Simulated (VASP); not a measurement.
A run of VASP 6.6.1 is set up as follows.

The input POSCAR:

```
BaTiO3
1.0
    3.9940382582      0.0000000000      0.0000000000
    0.0000000000      3.9940382582      0.0000000000
    0.0000000000      0.0000000000      3.9341276843
Ba Ti O
1 1 3
Direct
    0.5000000000      0.5000000000      0.5000000000
    0.0000000000      0.0000000000      0.0000000000
    0.5000000000      0.0000000000      0.0000000000
    0.0000000000      0.5000000000      0.0000000000
    0.0000000000      0.0000000000      0.5000000000
```

Contents of INCAR.step1:

```
PREC     = Accurate       # precision mode
ENCUT    = 520            # plane-wave cutoff, eV
ISMEAR   = 0              # smearing method
SIGMA    = 0.05           # smearing width, eV
LREAL    = False          # projectors in reciprocal space
LASPH    = True           # aspherical terms in the spheres
NELM     = 100            # most SCF steps
NBANDS   = 28             # bands
GGA      = PE             # functional
ALGO     = Normal         # electronic algorithm
EDIFF    = 1E-4           # SCF threshold, eV
LWAVE    = True           # write WAVECAR
LCHARG   = False          # write CHGCAR
```

File INCAR.step2:

```
PREC     = Accurate       # precision mode
ENCUT    = 520            # plane-wave cutoff, eV
EDIFF    = 1E-6           # SCF threshold, eV
ISMEAR   = 0              # smearing method
SIGMA    = 0.05           # smearing width, eV
LREAL    = False          # projectors in reciprocal space
LASPH    = True           # aspherical terms in the spheres
NELM     = 100            # most SCF steps
ALGO     = Normal         # electronic algorithm
ISIF     = 2              # what is computed and relaxed
LWAVE    = False          # write WAVECAR
LCHARG   = True           # write CHGCAR
METAGGA  = R2SCAN         # meta-GGA
LMIXTAU  = True         
LELF     = True           # ELF
LVHAR    = True         
NBANDS   = 28             # bands
ISTART   = 1
```

Contents of KPOINTS:

```
Automatic mesh
0
Gamma
  8 8 8
```

Potentials or basis: VASP PAW PBE potentials, release 64 (Ba_sv, Ti_sv, O).

The run is started by

```bash
$ cat potpaw_PBE.64/Ba_sv/POTCAR potpaw_PBE.64/Ti_sv/POTCAR potpaw_PBE.64/O/POTCAR > POTCAR
$ cp INCAR.step1 INCAR
$ mpirun -np 1 vasp_std > vasp.out
$ cp INCAR.step2 INCAR
$ mpirun -np 1 vasp_std > vasp.out
```

Question: What does it give for the pressure?

Answer: 5.0 GPa.

Question: Estimate the band gap on the k mesh.

Answer: 2.15 eV (least direct gap 2.29 eV).

Stress tensor (GPa, compression positive):
```
3.84 0.00 0.00
0.00 3.84 0.00
0.00 0.00 7.29
```

Caveat: the cell differs from its parent crystal (strain -0.0150 x Voigt [0, 0, 1, 0, 0, 0]); the cell stands under pressure; the PAW data sets were made with another functional, which shifts forces and pressure a little; spin-orbit coupling is left out, which moves the levels of the heavy elements. A k mesh can miss the band edges.
